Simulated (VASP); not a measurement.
# HCl (I4/mmm) in VASP: single point with r2SCAN

Aim: the single point of HCl with r2SCAN.

Everything below comes from runs of VASP 6.6.1. Logs are shortened: lines on timing, memory, paths and dates and some standing lists are left out, and cuts for length are marked.

## Step 1: The cell of the first run

It takes space group I4/mmm (No. 139, tetragonal). Conventional cell: a = 5.055 Å, b = 5.055 Å, c = 3.210 Å, α = 90.00°, β = 90.00°, γ = 90.00°. H (site symmetry 4/mmm) has 2 Cl at 1.61 Å within 2.1 Å. Within 2.1 Å of Cl (site symmetry 4/mmm) lie 2 H at 1.61 Å.

## Step 2: Single point, r2SCAN (strain +4.9%)

The input, POSCAR:

```
HCl
1.0
    0.0000000000      3.5745094998      3.5746681439
    1.6050948211      0.0000000000      3.5746681439
    1.6050948211      3.5745094998      0.0000000000
H Cl
1 1
Direct
    0.0000000000      0.0000000000      0.0000000000
    0.5000000000      0.5000000000      0.5000000000
```

The input, INCAR.step1:

```
SYSTEM = HCl
PREC = Accurate ; ENCUT = 520
ISMEAR = 0 ; SIGMA = 0.01
LREAL = .False. ; LASPH = .True.
NELM = 100 ; NBANDS = 11
GGA = PE ; ALGO = Normal
EDIFF = 1E-4 ; LWAVE = .True.
LCHARG = .False.
```

The input, INCAR.step2:

```
SYSTEM = HCl
PREC = Accurate ; ENCUT = 520
EDIFF = 1E-6 ; ISMEAR = 0
SIGMA = 0.01 ; LREAL = .False.
LASPH = .True. ; NELM = 100
ALGO = Normal ; ISIF = 2
LWAVE = .False. ; LCHARG = .True.
METAGGA = R2SCAN ; LMIXTAU = .True.
LELF = .True. ; LVHAR = .True.
NBANDS = 11 ; ISTART = 1
```

The input, KPOINTS:

```
Automatic mesh
0
Gamma
  10 10 10
  0 0 0
```

Potentials or basis: VASP PAW PBE potentials, release 64 (H, Cl).

On the command line:

```console
$ cat potpaw_PBE.64/H/POTCAR potpaw_PBE.64/Cl/POTCAR > POTCAR
$ cp INCAR.step1 INCAR
$ mpirun -np 1 vasp_std > vasp.out
$ cp INCAR.step2 INCAR
$ mpirun -np 1 vasp_std > vasp.out
```

OUTCAR:

```text
SYSTEM = HCl
   PREC = Accurate
   ENCUT = 520
   EDIFF = 1E-6
   ISMEAR = 0
   LREAL = .False.
   LASPH = .True.
   NELM = 100
   ISIF = 2
   METAGGA = R2SCAN
   ISTART = 1

 ion  position               nearest neighbor table
   1  0.000  0.000  0.000-   2 1.61   2 1.61
   2  0.500  0.500  0.500-   1 1.61   1 1.61

  LATTYP: Found a face centered orthorhombic cell.
 ALAT       =     3.2101896422
 B/A-ratio  =     2.2269771560
 C/A-ratio  =     2.2270759938

  Lattice vectors:

 A1 = (   0.0000000000,   3.5745094998,   3.5746681439)
 A2 = (   1.6050948211,   0.0000000000,   3.5746681439)
 A3 = (   1.6050948211,   3.5745094998,   0.0000000000)

Analysis of symmetry for initial positions (statically):
=====================================================================
 Subroutine PRICEL returns:
 Original cell was already a primitive cell.

 Routine SETGRP: Setting up the symmetry group for a
 face centered orthorhombic supercell.

 Subroutine GETGRP returns: Found  8 space group operations
 (whereof  8 operations were pure point group operations)
 out of a pool of  8 trial point group operations.

The static configuration has the point symmetry D_2h.

Analysis of symmetry for dynamics (positions and initial velocities):
=====================================================================
 Subroutine PRICEL returns:
 Original cell was already a primitive cell.

 Routine SETGRP: Setting up the symmetry group for a
 face centered orthorhombic supercell.

 Subroutine GETGRP returns: Found  8 space group operations
 (whereof  8 operations were pure point group operations)
 out of a pool of  8 trial point group operations.

The dynamic configuration has the point symmetry D_2h.

 Subroutine INISYM returns: Found  8 space group operations
 (whereof  8 operations are pure point group operations),
 and found     1 'primitive' translations

----------------------------------------------------------------------------------------

                                     Primitive cell

  volume of cell :      41.0188

  direct lattice vectors                    reciprocal lattice vectors
     0.000000000  3.574509500  3.574668144    -0.311508076  0.139879332  0.139873124
     1.605094821  0.000000000  3.574668144     0.311508076 -0.139879332  0.139873124
     1.605094821  3.574509500  0.000000000     0.311508076  0.139879332 -0.139873124

  length of vectors
     5.055231993  3.918492277  3.918347553     0.369009485  0.369009485  0.369009485

  position of ions in fractional coordinates (direct lattice)
     0.000000000  0.000000000  0.000000000
[... 89 lines left out ...]
   NELECT =       8.0000    total number of electrons
   NUPDOWN=      -1.0000    fix difference up-down
   EMIN   =  10.00;   EMAX   =-10.00  energy-range for DOS
   EFERMI =   0.00;   METHOD = LEGACY
   ISMEAR =     0;   SIGMA  =   0.01  broadening in eV -4-tet -1-fermi 0-gaus
   EFERMI_NEDOS =   21; number of points for ismear=-14 and -15
   IALGO  =     38    algorithm
   IMIX   =      4    mixing-type and parameters
     AMIX     =   0.40;   BMIX     =  1.00
     AMIX_MAG =   1.60;   BMIX_MAG =  1.00
  volume/ion in A,a.u.               =      20.51       138.40
  Fermi-wavevector in a.u.,A,eV,Ry     =   0.949388  1.794084 12.263450  0.901338
  Thomas-Fermi vector in A             =   2.077666
   LORBIT       =      0    0 simple, 1 ext, 2 COOP (PROOUT), +10 PAW based schemes
   METAGGA = R2SCAN    functional components
   LHFCALC =     F    Hartree Fock is set to
   AEXX    =    0.0000 exact exchange contribution
   IVDW    =     0    specifies the selected vdW correction
   LEPSILON=     F    determine dielectric tensor
   LRPA    =     F    only Hartree local field effects (RPA)
 non-spin polarized calculation
 Gauss-broadening in eV      SIGMA  =   0.01
  energy-cutoff  :      520.00
  volume of cell :       41.02
 maximum number of plane-waves:      1117
 NGX is ok and might be reduce to    40
   NGX = 19   NGY = 15   NGZ = 15

 number of electron       8.0000000 magnetization

 Free energy of the ion-electron system (eV)
  ---------------------------------------------------
  ext. energy  EPLUGINS =         0.00000000
  ---------------------------------------------------
  free energy    TOTEN  =        -9.89936963 eV

  energy without entropy =       -9.89936963  energy(sigma->0) =       -9.89936963

 E-fermi :  -3.1553     XC(G=0):  -7.3393

 val. band max:       -3.2497826624   @ k =   0.5000  -0.4000   0.1000
 cond. band min:      -0.6239421440   @ k =   0.0000   0.5000   0.5000
 fundamental gap:      2.6258405184
 Fermi energy:        -3.1553035081

 k-point     1 :       0.0000    0.0000    0.0000
  band No.  band energies     occupation
      1     -17.9640      2.00000
      2      -3.7868      2.00000
      3      -3.4627      2.00000
      4      -3.4625      2.00000
      5      -0.2480      0.00000
      6       4.4898      0.00000
      7       8.6864      0.00000
      8      13.6510      0.00000
      9      13.6513      0.00000
     10      14.6124      0.00000
     11      14.8795      0.00000
[... 309 lines left out ...]
 k-point    24 :       0.4000    0.3000   -0.0000
  band No.  band energies     occupation
      1     -17.7324      2.00000
      2      -5.0863      2.00000
      3      -4.5868      2.00000
      4      -3.3615      2.00000
      5       1.0661      0.00000
      6       6.7778      0.00000
      7       9.0219      0.00000
      8      11.4541      0.00000
      9      12.1883      0.00000
     10      14.5856      0.00000
     11      15.4578      0.00000

 [... further k-points ...]

------------------------ aborting loop because EDIFF is reached ----------------------------------------

  FORCE on cell =-STRESS in cart. coord.  units (eV):
  Direction    XX          YY          ZZ          XY          YZ          ZX
  --------------------------------------------------------------------------------------
  -------------------------------------------------------------------------------------
  Total       -2.9659834     -0.0299764     -0.0300495     -0.0000000      0.0000000      0.0000000
  in kB     -115.8501048     -1.1708651     -1.1737231     -0.0000000      0.0000000      0.0000000
  external PRESSURE =     -39.3982310 kB  Pullay stress =       0.0000000 kB

 VOLUME and BASIS-vectors are now :
 -----------------------------------------------------------------------------
  energy-cutoff  :      520.00
  volume of cell :       41.02
      direct lattice vectors                 reciprocal lattice vectors
     0.000000000  3.574509500  3.574668144    -0.311508076  0.139879332  0.139873124
     1.605094821  0.000000000  3.574668144     0.311508076 -0.139879332  0.139873124
     1.605094821  3.574509500  0.000000000     0.311508076  0.139879332 -0.139873124

 POSITION                                       TOTAL-FORCE (eV/Angst)
 -----------------------------------------------------------------------------------
      0.00000      0.00000      0.00000        -0.000000     -0.000000      0.000000
      1.60509      3.57451      3.57467         0.000000      0.000000      0.000000
 -----------------------------------------------------------------------------------
    total drift:                               -0.000000     -0.000000      0.000000

  FREE ENERGIE OF THE ION-ELECTRON SYSTEM (eV)
  ---------------------------------------------------
  free  energy   TOTEN  =        -9.8993696284 eV

  energy  without entropy=       -9.8993696284  energy(sigma->0) =       -9.89936963
```

Run time: 6.3 min. Hardware: 1 thread of Intel Xeon 8259CL, shared host; peak memory 0.23 GiB.

What came out:

| Property | Result |
| --- | --- |
| Free energy | -9.8994 eV |
| Pressure | -3.9 GPa |
| Band gap on the k mesh | 2.63 eV (least direct gap 2.89 eV) |

Stress tensor (GPa, compression positive):
```
-11.59   0.00   0.00
  0.00  -0.12   0.00
  0.00   0.00  -0.12
```

Levels at points of the mesh, in eV from the valence-band top:
| k point | band 1 | band 2 | band 3 | band 4 | band 5 | band 6 | band 7 | band 8 |
| --- | --- | --- | --- | --- | --- | --- | --- | --- |
| (0.00, 0.00, 0.00) | -14.71 | -0.54 | -0.21 | -0.21 | 3.00 | 7.74 | 11.94 | 16.90 |
| (0.50, 0.00, 0.00) | -13.24 | -6.89 | -0.24 | -0.16 | 9.27 | 10.45 | 13.54 | 14.57 |
| (0.50, 0.50, 0.00) | -14.55 | -1.69 | -0.64 | -0.07 | 2.82 | 10.99 | 11.61 | 14.80 |
| (0.50, 0.00, 0.50) | -14.55 | -1.69 | -0.64 | -0.07 | 2.82 | 10.99 | 11.61 | 14.80 |
| (0.00, 0.50, 0.50) | -14.40 | -1.34 | -1.34 | -0.76 | 2.63 | 9.02 | 15.22 | 15.22 |

Caveat: the cell differs from its parent crystal (strain +4.9%); the cell stands under tension; the PAW data sets were made with another functional, which shifts forces and pressure a little. A k mesh can miss the band edges.
